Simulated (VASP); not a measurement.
Runs of VASP 6.6.1 on MgO (rock salt). The structure is that of space group Fm-3m (No. 225), or close to it. The cells are those of the table. 

```csv
cell,gap on the mesh (eV),pressure (GPa)
"a = 2.977 Å, angles 60.0°, 2 atoms",4.67,-7.8
"a = 2.579 Å, angles 60.0°, 2 atoms",8.86,154.0
"a = 2.347 Å, angles 60.0°, 2 atoms",8.18,492.9
"a = 2.668 Å, angles 60.0°, 2 atoms",8.62,90.7
"a = 2.511 Å, angles 60.0°, 2 atoms",8.73,(b)
"a = 2.454 Å, angles 60.0°, 2 atoms",8.58,295.4
"a = 2.394 Å, angles 60.0°, 2 atoms",(a),395.1
"a = 2.874 Å, angles 60.0°, 2 atoms",(c),11.7
```

Alike in all rows: task single point; level LDA; potentials or basis VASP PAW LDA potentials, release 64 (Mg, O); no spin polarisation; k mesh 10 × 10 × 10; cutoff (eV) 600; smearing gaussian 0.01 eV.

Q: Estimate the missing entries.

A: (a) 8.38; (b) 221.4; (c) 5.77.

A k mesh can miss the band edges.
